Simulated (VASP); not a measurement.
Wanted: the native input for a VASP 6.6.1 run.

* Task: single point
* Functional: PBEsol
* Potentials or basis: VASP PAW PBE potentials, release 64 (Ga_d, P)
* Cutoff: 520 eV
* k mesh: 8 × 8 × 8
* Occupations: gaussian, width 0.01 eV
* Spin: no spin polarisation
* Dipole correction: no
* Further INCAR settings: ALGO = Normal; EDIFF = 1e-06; NBANDS = 16

The structure of GaP lies in POSCAR:

```
GaP
1.0
    2.7464567622      2.7464567622      0.0000000000
   -2.7464567622      2.7464567622      0.0000000000
    0.0000000000      2.7464567622      2.6947790970
Ga P
1 1
Direct
    0.0000000000      0.0000000000      0.0000000000
    0.7500000000      0.2500000000      0.5000000000
```

This cell differs from its parent crystal: in-plane strain +0.01, then relaxed in part.

One way to write it, as run:

INCAR

```
SYSTEM = GaP
ALGO = Normal ; EDIFF = 1E-6
ENCUT = 520 ; GGA = PS
ISIF = 2 ; ISMEAR = 0
LASPH = .True. ; LCHARG = .False.
LREAL = .False. ; LWAVE = .False.
NBANDS = 16 ; NELM = 100
PREC = Accurate ; SIGMA = 0.01
```

KPOINTS

```
k-points
0
Gamma
  8 8 8
  0 0 0
```

Potentials or basis: VASP PAW PBE potentials, release 64 (Ga_d, P).

The run is started by

```console
$ cat potpaw_PBE.64/Ga_d/POTCAR potpaw_PBE.64/P/POTCAR > POTCAR
$ mpirun -np 1 vasp_std > vasp.out
```

Results of the run:

| Quantity | Value |
| --- | --- |
| Pressure | -1.0 GPa |
| Band gap on the k mesh | 1.35 eV, indirect (least direct gap 1.64 eV) |

Caveat: the cell differs from its parent crystal (in-plane strain +0.01, then relaxed in part); the PAW data sets were made with another functional, which shifts forces and pressure a little.

Wall time 16 s on 1 thread of Intel(R) Xeon(R) 6975P-C (Granite Rapids) (shared host), peak memory 0.19 GiB.
